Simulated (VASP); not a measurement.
Input of a VASP 6.6.1 run:

Contents of INCAR:

```
PREC = Accurate ; ENCUT = 520
EDIFF = 1E-6 ; ISMEAR = 0
SIGMA = 0.1 ; LREAL = False
LASPH = True ; NELM = 80
ALGO = Normal ; ISIF = 2
LWAVE = False ; LCHARG = True
GGA = CA ; LELF = True
LVHAR = True ; NBANDS = 12
```

The input KPOINTS:

```
regular mesh
0
Gamma
  9 9 9
```

The input POSCAR:

```
LiCl
1.0
    0.0000000000      2.5647700000      2.5647700000
    2.5647700000      0.0000000000      2.5647700000
    2.5647700000      2.5647700000      0.0000000000
Cl Li
1 1
Direct
    0.5000000000      0.5000000000      0.5000000000
    0.0000000000      0.0000000000      0.0000000000
```

Potentials or basis: VASP PAW LDA potentials, release 64 (Cl, Li_sv).

Command:

```sh
$ cat potpaw_LDA.64/Cl/POTCAR potpaw_LDA.64/Li_sv/POTCAR > POTCAR
$ mpirun -np 1 vasp_std > vasp.out
```

(1) Predict the band gap on the k mesh.

Results:

(1) 6.00 eV, direct.
